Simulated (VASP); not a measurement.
# LuHf4O (P-6m2) in VASP: notebook

The runs below take LuHf4O through single point, with PBE.

All numbers are computed with VASP 6.6.1; they aren't measurements. Logs are shortened: lines on timing, memory, paths and dates and some standing lists are left out, and cuts for length are marked.

## 1. The cell of the first run

It takes space group P-6m2 (No. 187, hexagonal). Conventional cell: a = 5.395 Å, b = 5.395 Å, c = 4.467 Å, α = 90.00°, β = 90.00°, γ = 120.00°. Within 4.1 Å of Lu (site symmetry -6m2) lie 15 Hf at 3.11 to 3.50 Å and 3 O at 3.11 Å. Hf (site symmetry -6m2) has 6 Hf at 2.73 Å and 3 O at 3.11 Å and 3 Lu at 3.11 Å within 3.6 Å. Within 3.5 Å of Hf (site symmetry mm2) lie 6 Hf at 2.69 to 2.73 Å and 2 O at 2.72 Å. Within 3.6 Å of O (site symmetry -6m2) lie 9 Hf at 2.72 to 3.11 Å and 3 Lu at 3.11 Å.

## 2. Single point, PBE

INCAR reads:

```
PREC = Accurate
ENCUT = 520
EDIFF = 1E-7
ISMEAR = 0
SIGMA = 0.1
LREAL = False
LASPH = True
NELM = 80
ALGO = Normal
ISIF = 2
LWAVE = False
LCHARG = False
GGA = PE
NBANDS = 44
```

KPOINTS reads:

```
regular mesh
0
Gamma
  6 6 4
```

POSCAR reads:

```
LuHf4O
1.0
    5.3945400500      0.0000000000      0.0000000000
   -2.6972700200      4.6718087200      0.0000000000
    0.0000000000      0.0000000000      4.4669243100
Lu Hf O
1 4 1
Direct
    0.0000000000      0.0000000000      0.0000000000
    0.3333333300      0.6666666700      0.0000000000
    0.5006160100      0.4993839900      0.5000000000
    0.5006160100      0.0012320300      0.5000000000
    0.9987679700      0.4993839900      0.5000000000
    0.6666666700      0.3333333300      0.0000000000
```

Potentials or basis: VASP PAW PBE potentials, release 64 (Lu, Hf_pv, O).

Started as:

```
cat potpaw_PBE.64/Lu/POTCAR potpaw_PBE.64/Hf_pv/POTCAR potpaw_PBE.64/O/POTCAR > POTCAR
mpirun -np 1 vasp_std > vasp.out
```

OUTCAR:

```text
PREC = Accurate
   ENCUT = 520
   EDIFF = 1E-7
   ISMEAR = 0
   LREAL = False
   LASPH = True
   NELM = 80
   ISIF = 2
   GGA = PE

 ion  position               nearest neighbor table
   1  0.000  0.000  0.000-   2 3.11   2 3.11   2 3.11   5 3.50   5 3.50   4 3.50   4 3.50   3 3.50
                             3 3.50   3 3.50   3 3.50   5 3.50   5 3.50   4 3.50   4 3.50
   2  0.333  0.667  0.000-   4 2.73   4 2.73   3 2.73   3 2.73   5 2.73   5 2.73   1 3.11   1 3.11
                             1 3.11
   3  0.501  0.499  0.500-   4 2.69   5 2.69   4 2.71   5 2.71   6 2.72   6 2.72   2 2.73   2 2.73
                             1 3.50   1 3.50   1 3.50   1 3.50
   4  0.501  0.001  0.500-   3 2.69   5 2.69   3 2.71   5 2.71   6 2.72   6 2.72   2 2.73   2 2.73
                             1 3.50   1 3.50   1 3.50   1 3.50
   5  0.999  0.499  0.500-   4 2.69   3 2.69   4 2.71   3 2.71   6 2.72   6 2.72   2 2.73   2 2.73
                             1 3.50   1 3.50   1 3.50   1 3.50
   6  0.667  0.333  0.000-   4 2.72   4 2.72   5 2.72   5 2.72   3 2.72   3 2.72

  LATTYP: Found a hexagonal cell.
 ALAT       =     5.3945400500
 C/A-ratio  =     0.8280454438

  Lattice vectors:

 A1 = (   5.3945400500,   0.0000000000,   0.0000000000)
 A2 = (  -2.6972700200,   4.6718087200,   0.0000000000)
 A3 = (   0.0000000000,   0.0000000000,   4.4669243100)

Analysis of symmetry for initial positions (statically):
=====================================================================
 Subroutine PRICEL returns:
 Original cell was already a primitive cell.

 Routine SETGRP: Setting up the symmetry group for a
 hexagonal supercell.

 Subroutine GETGRP returns: Found 12 space group operations
 (whereof 12 operations were pure point group operations)
 out of a pool of 24 trial point group operations.

The static configuration has the point symmetry D_3h.

Analysis of symmetry for dynamics (positions and initial velocities):
=====================================================================
 Subroutine PRICEL returns:
 Original cell was already a primitive cell.

 Routine SETGRP: Setting up the symmetry group for a
 hexagonal supercell.

 Subroutine GETGRP returns: Found 12 space group operations
 (whereof 12 operations were pure point group operations)
 out of a pool of 24 trial point group operations.

The dynamic configuration has the point symmetry D_3h.

 Subroutine INISYM returns: Found 12 space group operations
 (whereof 12 operations are pure point group operations),
 and found     1 'primitive' translations

----------------------------------------------------------------------------------------

                                     Primitive cell

  volume of cell :     112.5766

  direct lattice vectors                    reciprocal lattice vectors
     5.394540050  0.000000000  0.000000000     0.185372616  0.107024930  0.000000000
    -2.697270020  4.671808720  0.000000000     0.000000000  0.214049859  0.000000000
     0.000000000  0.000000000  4.466924310     0.000000000  0.000000000  0.223867684

  length of vectors
     5.394540050  5.394540043  4.466924310     0.214049859  0.214049859  0.223867684

  position of ions in fractional coordinates (direct lattice)
     0.000000000  0.000000000  0.000000000
     0.333333330  0.666666670  0.000000000
     0.500616010  0.499383990  0.500000000
     0.500616010  0.001232030  0.500000000
     0.998767970  0.499383990  0.500000000
     0.666666670  0.333333330  0.000000000

  ion indices of the primitive-cell ions
   primitive index   ion index
                 1           1
                 2           2
                 3           3
                 4           4
                 5           5
                 6           6

----------------------------------------------------------------------------------------

 KPOINTS: regular mesh

Automatic generation of k-mesh.
 Grid dimensions read from file:
 generate k-points for:    6    6    4

 Generating k-lattice:

  Cartesian coordinates                     Fractional coordinates (reciprocal lattice)
     0.030895436  0.017837488  0.000000000     0.166666667 -0.000000000  0.000000000
     0.000000000  0.035674977  0.000000000     0.000000000  0.166666667  0.000000000
     0.000000000  0.000000000  0.055966921     0.000000000  0.000000000  0.250000000

  Length of vectors
     0.035674977  0.035674977  0.055966921

  Shift w.r.t. Gamma in fractional coordinates (k-lattice)
     0.000000000  0.000000000  0.000000000

 Subroutine IBZKPT returns following result:
 ===========================================

 Found     21 irreducible k-points:

 Following reciprocal coordinates:
            Coordinates               Weight
  0.000000  0.000000  0.000000      1.000000
  0.166667 -0.000000  0.000000      6.000000
  0.333333  0.000000  0.000000      6.000000
  0.500000 -0.000000  0.000000      3.000000
  0.166667  0.166667  0.000000      6.000000
  0.333333  0.166667  0.000000     12.000000
[... 13 lines left out ...]
  0.333333  0.166667  0.500000     12.000000
  0.333333  0.333333  0.500000      2.000000
   k-points           NKPTS =     21   k-points in BZ     NKDIM =     21   number of bands    NBANDS=     44
   number of dos      NEDOS =    301   number of ions     NIONS =      6
   total plane-waves  NPLWV =  57600
   dimension x,y,z NGX =    40 NGY =   40 NGZ =   36
   dimension x,y,z NGXF=    80 NGYF=   80 NGZF=   72
   ions per type =               1   4   1
   NGX,Y,Z   is equivalent  to a cutoff of  12.33, 12.33, 13.40 a.u.
   NGXF,Y,Z  is equivalent  to a cutoff of  24.65, 24.65, 26.80 a.u.
 SYSTEM =  unknown system
   PREC   = accura    normal or accurate (medium, high low for compatibility)
   ISTART =      0    job   : 0-new  1-cont  2-samecut
   ICHARG =      2    charge: 1-file 2-atom 10-const
   ISPIN  =      1    spin polarized calculation?
   LNONCOLLINEAR =      F non collinear calculations
   LSORBIT =      F    spin-orbit coupling
   LASPH  =      T    aspherical Exc in radial PAW
   ENCUT  =  520.0 eV  38.22 Ry    6.18 a.u.  10.03 10.03  8.31*2*pi/ulx,y,z
   NELM   =     80;   NELMIN=  2; NELMDL= -5     # of ELM steps
   EDIFF  = 0.1E-06   stopping-criterion for ELM
   LREAL  =      F    real-space projection
   EDIFFG = 0.1E-05   stopping-criterion for IOM
   NSW    =      0    number of steps for IOM
   IBRION =     -1    ionic relax: 0-MD 1-quasi-New 2-CG
   NFREE  =      0    steps in history (QN), initial steepest desc. (CG)
   ISIF   =      2    stress and relaxation
   ISYM   =      2    0-nonsym 1-usesym 2-fastsym
   POTIM  = 0.5000    time-step for ionic-motion
   TEBEG  =    0.0;   TEEND  =   0.0 temperature during run
   PSTRESS=    0.0 pullay stress
   NELECT =      71.0000    total number of electrons
   NUPDOWN=      -1.0000    fix difference up-down
   EMIN   =  10.00;   EMAX   =-10.00  energy-range for DOS
   EFERMI =   0.00;   METHOD = LEGACY
   ISMEAR =     0;   SIGMA  =   0.10  broadening in eV -4-tet -1-fermi 0-gaus
   EFERMI_NEDOS =   21; number of points for ismear=-14 and -15
   IALGO  =     38    algorithm
   IMIX   =      4    mixing-type and parameters
     AMIX     =   0.40;   BMIX     =  1.00
     AMIX_MAG =   1.60;   BMIX_MAG =  1.00
  volume/ion in A,a.u.               =      18.76       126.62
  Fermi-wavevector in a.u.,A,eV,Ry     =   1.403928  2.653040 26.817282  1.971015
  Thomas-Fermi vector in A             =   2.526541
   LORBIT       =      0    0 simple, 1 ext, 2 COOP (PROOUT), +10 PAW based schemes
   GGA     = PE    functional components
   LHFCALC =     F    Hartree Fock is set to
   AEXX    =    0.0000 exact exchange contribution
   IVDW    =     0    specifies the selected vdW correction
   LEPSILON=     F    determine dielectric tensor
   LRPA    =     F    only Hartree local field effects (RPA)
 non-spin polarized calculation
 Gauss-broadening in eV      SIGMA  =   0.10
  energy-cutoff  :      520.00
  volume of cell :      112.58
 maximum number of plane-waves:      3054
   NGX = 21   NGY = 21   NGZ = 17

 number of electron      70.9999989 magnetization

 Free energy of the ion-electron system (eV)
  ---------------------------------------------------
  ext. energy  EPLUGINS =         0.00000000
  ---------------------------------------------------
  free energy    TOTEN  =       -46.56622462 eV

  energy without entropy =      -46.53621607  energy(sigma->0) =      -46.55122034

 E-fermi :   5.0048     XC(G=0): -11.6047

 val. band max:        4.9970354115   @ k =   0.5000  -0.0000   0.2500
 cond. band min:       5.0088055969   @ k =   0.1667   0.1667   0.2500
 fundamental gap:      0.0117701854
 Fermi energy:         5.0048259864

 k-point     1 :       0.0000    0.0000    0.0000
  band No.  band energies     occupation
      1     -51.1311      2.00000
      2     -26.8096      2.00000
      3     -26.3290      2.00000
      4     -25.9099      2.00000
      5     -25.9099      2.00000
      6     -25.3759      2.00000
[... 36 lines left out ...]
     43       8.8089      0.00000
     44       8.8089      0.00000

 k-point     2 :       0.1667   -0.0000    0.0000
  band No.  band energies     occupation
      1     -51.1311      2.00000
      2     -26.7068      2.00000
      3     -26.3101      2.00000
      4     -25.8929      2.00000
      5     -25.8360      2.00000
      6     -25.4138      2.00000
[... 36 lines left out ...]
     43       8.1544      0.00000
     44       8.5181      0.00000

 k-point     3 :       0.3333    0.0000    0.0000
  band No.  band energies     occupation
      1     -51.1311      2.00000
      2     -26.4671      2.00000
      3     -26.2682      2.00000
      4     -25.8069      2.00000
      5     -25.6348      2.00000
      6     -25.4904      2.00000
[... 835 lines left out ...]
     43       6.8623      0.00000
     44       7.2573      0.00000

 k-point    21 :       0.3333    0.3333    0.5000
  band No.  band energies     occupation
      1     -51.1310      2.00000
      2     -26.3352      2.00000
      3     -25.9711      2.00000
      4     -25.8987      2.00000
      5     -25.7707      2.00000
      6     -25.5663      2.00000
[... 36 lines left out ...]
     43       6.6895      0.00000
     44       7.4322      0.00000

------------------------ aborting loop because EDIFF is reached ----------------------------------------

  FORCE on cell =-STRESS in cart. coord.  units (eV):
  Direction    XX          YY          ZZ          XY          YZ          ZX
  --------------------------------------------------------------------------------------
  -------------------------------------------------------------------------------------
  Total       14.9606993     14.9606993      6.4991519      0.0000000     -0.0000000      0.0000000
  in kB      212.9189955    212.9189951     92.4952007      0.0000002     -0.0000000      0.0000000
  external PRESSURE =     172.7777304 kB  Pullay stress =       0.0000000 kB

 VOLUME and BASIS-vectors are now :
 -----------------------------------------------------------------------------
  energy-cutoff  :      520.00
  volume of cell :      112.58
      direct lattice vectors                 reciprocal lattice vectors
     5.394540050  0.000000000  0.000000000     0.185372616  0.107024930  0.000000000
    -2.697270020  4.671808720  0.000000000     0.000000000  0.214049859  0.000000000
     0.000000000  0.000000000  4.466924310     0.000000000  0.000000000  0.223867684

 POSITION                                       TOTAL-FORCE (eV/Angst)
 -----------------------------------------------------------------------------------
      0.00000      0.00000      0.00000        -0.000000      0.000000      0.000000
     -0.00000      3.11454      0.00000         0.000000      0.000000      0.000000
      1.35362      2.33303      2.23346         0.142433     -0.082234      0.000000
      2.69727      0.00576      2.23346         0.000000      0.164468     -0.000000
      4.04092      2.33303      2.23346        -0.142433     -0.082234      0.000000
      2.69727      1.55727      0.00000        -0.000000      0.000000      0.000000
 -----------------------------------------------------------------------------------
    total drift:                               -0.000008      0.000005     -0.000000

  FREE ENERGIE OF THE ION-ELECTRON SYSTEM (eV)
  ---------------------------------------------------
  free  energy   TOTEN  =       -46.5662246186 eV

  energy  without entropy=      -46.5362160694  energy(sigma->0) =      -46.55122034
```

It took 92 s on 1 thread of Intel Xeon Platinum 8559C (Emerald Rapids), shared host; peak memory 0.29 GiB.

Results:

```yaml
Free_energy: -46.5662 eV
Pressure: 17.3 GPa
Largest_force: 0.164 eV/Å
```

Forces in eV/Å, atoms in the order of the input:
```
Lu   0.000  0.000  0.000
Hf   0.000  0.000  0.000
Hf   0.142 -0.082  0.000
Hf   0.000  0.164  0.000
Hf  -0.142 -0.082  0.000
O    0.000  0.000  0.000
```

Stress tensor (GPa, compression positive):
```
21.29  0.00  0.00
 0.00 21.29  0.00
 0.00  0.00  9.25
```

Caveat: spin-orbit coupling is left out, which moves the levels of the heavy elements; an odd number of electrons without spin polarisation forces a metal; a magnetic or distorted state may lie lower.

## 3. Single point, PBE

This run uses another cell than the first one, of 22.68 Å³/atom, 1.209 times its volume.

INCAR reads:

```
PREC     = Accurate       # precision mode
ENCUT    = 520            # plane-wave cutoff, eV
EDIFF    = 1E-7           # SCF threshold, eV
ISMEAR   = 0              # smearing method
SIGMA    = 0.1            # smearing width, eV
LREAL    = F              # projectors in reciprocal space
LASPH    = T              # aspherical terms in the spheres
NELM     = 80             # most SCF steps
ALGO     = Normal         # electronic algorithm
ISIF     = 2              # what is computed and relaxed
LWAVE    = F              # write WAVECAR
LCHARG   = F              # write CHGCAR
GGA      = PE             # functional
NBANDS   = 44             # bands
```

KPOINTS reads:

```
regular mesh
0
Gamma
  3 3 6
```

POSCAR reads:

```
LuHf4O
1.0
    7.0479068353      0.0000000000      0.0000000000
   -3.5239534177      6.1036663629      0.0000000000
    0.0000000000      0.0000000000      3.1626587427
Lu Hf O
1 4 1
Direct
    0.0000000000      0.0000000000      0.0000000000
    0.3333333333      0.6666666667      0.0000000000
    0.5254471124      0.4745528876      0.5000000000
    0.5254471124      0.0508942249      0.5000000000
    0.9491057751      0.4745528876      0.5000000000
    0.6666666667      0.3333333333      0.0000000000
```

Potentials or basis: VASP PAW PBE potentials, release 64 (Lu, Hf_pv, O).

Started as:

```
cat potpaw_PBE.64/Lu/POTCAR potpaw_PBE.64/Hf_pv/POTCAR potpaw_PBE.64/O/POTCAR > POTCAR
mpirun -np 1 vasp_std > vasp.out
```

Wall time 79 s (1 thread of Intel Xeon Platinum 8559C (Emerald Rapids), shared host); peak memory 0.29 GiB.

Results (log left out):

- Free energy: -49.7493 eV
- Pressure: -0.5 GPa
- Largest force: 0.077 eV/Å

Forces in eV/Å, atoms in the order of the input:
```
Lu   0.000  0.000  0.000
Hf   0.000  0.000  0.000
Hf   0.066 -0.038  0.000
Hf   0.000  0.077  0.000
Hf  -0.066 -0.038  0.000
O    0.000  0.000  0.000
```

Stress tensor (GPa, compression positive):
```
-0.45  0.00  0.00
 0.00 -0.45  0.00
 0.00  0.00 -0.67
```

Levels at points of the mesh, in eV from the Fermi level:
```
           k point  band 32  band 33  band 34  band 35  band 36  band 37  band 38  band 39  band 40  band 41
(0.00, 0.00, 0.00)    -1.64    -0.96    -0.96    -0.26    -0.26     0.31     1.42     1.42     1.58     1.92
(0.00, 0.00, 0.50)    -0.98    -0.98     0.00     0.00     0.64     0.64     0.82     1.19     1.44     1.44
```

Caveat: spin-orbit coupling is left out, which moves the levels of the heavy elements; an odd number of electrons without spin polarisation forces a metal; a magnetic or distorted state may lie lower.

## 4. Single point, PBE

This run uses another cell than the first one, of 22.75 Å³/atom, 1.213 times its volume.

INCAR reads:

```
ALGO = Normal
EDIFF = 1E-6
ENCUT = 520
GGA = PE
ISIF = 2
ISMEAR = 0
LASPH = True
LCHARG = False
LREAL = False
LWAVE = False
NBANDS = 44
NELM = 60
PREC = Accurate
SIGMA = 0.1
```

KPOINTS reads:

```
k-points
0
Gamma
  6 6 4
```

POSCAR reads:

```
LuHf4O
1.0
    7.0342381513     -0.0000000038      0.0000000000
   -3.5171190724      6.0918289372      0.0000000000
    0.0000000000      0.0000000000      3.1858009727
Lu Hf O
1 4 1
Direct
    0.0000000000      0.0000000000      0.0000000000
    0.3333333333      0.6666666667      0.0000000000
    0.5251731323      0.4748268677      0.5000000000
    0.5251731323      0.0503462645      0.5000000000
    0.9496537355      0.4748268677      0.5000000000
    0.6666666667      0.3333333333      0.0000000000
```

Started as:

```
cat potpaw_PBE.64/Lu/POTCAR potpaw_PBE.64/Hf_pv/POTCAR potpaw_PBE.64/O/POTCAR > POTCAR
mpirun -np 1 vasp_std > vasp.out
```

It took 1.9 min on 1 thread of Intel Xeon Platinum 8559C (Emerald Rapids), shared host; peak memory 0.33 GiB.

It converged, with:

```
Free energy   : -49.7038 eV
Pressure      : -0.6 GPa
Largest force : 0.091 eV/Å
```

Forces on the atoms (eV/Å):
```
Lu   0.000  0.000  0.000
Hf   0.000  0.000  0.000
Hf   0.079 -0.046  0.000
Hf   0.000  0.091  0.000
Hf  -0.079 -0.046  0.000
O    0.000  0.000  0.000
```

Stress tensor (GPa, compression positive):
```
-0.47  0.00  0.00
 0.00 -0.47  0.00
 0.00  0.00 -0.95
```

Levels at points of the mesh, in eV from the Fermi level:
```
           k point  band 34  band 35  band 36  band 37  band 38  band 39
(0.00, 0.00, 0.00)    -0.92    -0.24    -0.24     0.36     1.34     1.34
(0.50, 0.00, 0.00)    -0.80    -0.63    -0.26     0.08     0.30     1.52
(0.00, 0.00, 0.50)     0.01     0.01     0.63     0.63     0.76     1.17
(0.50, 0.00, 0.50)    -0.34    -0.12    -0.09     0.04     0.72     0.86
```

Caveat: the k points lie up to 0.49 Å⁻¹ apart; spin-orbit coupling is left out, which moves the levels of the heavy elements; an odd number of electrons without spin polarisation forces a metal; a magnetic or distorted state may lie lower.

## 5. The runs side by side

```tsv
cell	k mesh	gap on the mesh (eV)	pressure (GPa)	largest force (eV/Å)
a = 5.395, b = 5.395, c = 4.467 Å, angles 90.0, 90.0, 120.0°, 6 atoms	6 × 6 × 4	none	17.3	0.16
a = 7.048, b = 7.048, c = 3.163 Å, angles 90.0, 90.0, 120.0°, 6 atoms	3 × 3 × 6	none	-0.5	0.08
a = 7.034, b = 7.034, c = 3.186 Å, angles 90.0, 90.0, 120.0°, 6 atoms	6 × 6 × 4	none	-0.6	0.09
```

Alike in all rows: task single point; level PBE; potentials or basis VASP PAW PBE potentials, release 64 (Lu, Hf_pv, O); no spin polarisation; cutoff (eV) 520; smearing gaussian 0.1 eV.

Caveats: some runs use coarse meshes; spin-orbit coupling is left out, which moves the levels of the heavy elements; an odd number of electrons without spin polarisation forces a metal; a magnetic or distorted state may lie lower.

Total energies depend on the potentials used, so only differences within one code and one set of settings carry meaning.
